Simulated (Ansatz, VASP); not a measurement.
Given: the input of a run of Ansatz 0.2.0 on Bi.

input.yaml

```yaml
crystal:
  lattice:
    - [-1.9814305318, 1.9814305318, 1.9814305318]
    - [1.9814305318, -1.9814305318, 1.9814305318]
    - [1.9814305318, 1.9814305318, -1.9814305318]
  atoms:
    - { symbol: Bi, position: [0.0, 0.0, 0.0] }
hamiltonian:
  xc: pbe
  pseudopotentials: { kind: paw }
kpoints:
  mp_grid: { grid: [9, 9, 9] }
scf:
  occupations: { method: gaussian, width: 0.015 }
output:
  forces: true
  stress: true
  eigenvalues: true
```

Potentials or basis: Ansatz PAW.

The run is started by

```bash
$ ansatz run input.yaml --threads 2 --pin off --max-ram 5632MiB --backend cpu --events-out ev --progress --plain --runs-dir out
```

Task: Set up the same calculation for VASP 6.6.1. Potentials there: VASP PAW PBE potentials, release 64 (Bi_d).

Result: As run (the cutoff follows the program's own potentials):

Contents of INCAR:

```
SYSTEM = Bi
  ALGO = Normal
  EDIFF = 1E-6
  ENCUT = 500
  GGA = PE
  GGA_COMPAT = .False.
  ISIF = 2
  ISMEAR = 0
  LASPH = .True.
  LCHARG = .False.
  LREAL = .False.
  LWAVE = .False.
  NBANDS = 14
  NELM = 120
  PREC = Accurate
  SIGMA = 0.015
```

KPOINTS

```
k-points
0
Gamma
  9 9 9
  0 0 0
```

The input POSCAR:

```
Bi
1.0
   -1.9814305318      1.9814305318      1.9814305318
    1.9814305318     -1.9814305318      1.9814305318
    1.9814305318      1.9814305318     -1.9814305318
Bi
1
Direct
    0.0000000000      0.0000000000      0.0000000000
```

Potentials or basis: VASP PAW PBE potentials, release 64 (Bi_d).

The run is started by

```sh
$ cat potpaw_PBE.64/Bi_d/POTCAR > POTCAR
$ mpirun -np 1 vasp_std > vasp.out
```

Both were run:

|  | VASP | Ansatz | Ansatz less VASP |
| --- | --- | --- | --- |
| gap on the k mesh at the Fermi level (eV) | none | none | - |
| pressure (GPa) | 0.8 | 0.8 | +0.03 |

A gap of «none» marks a metal or a gap that the smearing closes. The functional is the same, so the differences come from potentials, cutoffs and numerics.

Neither program's run includes spin-orbit coupling.
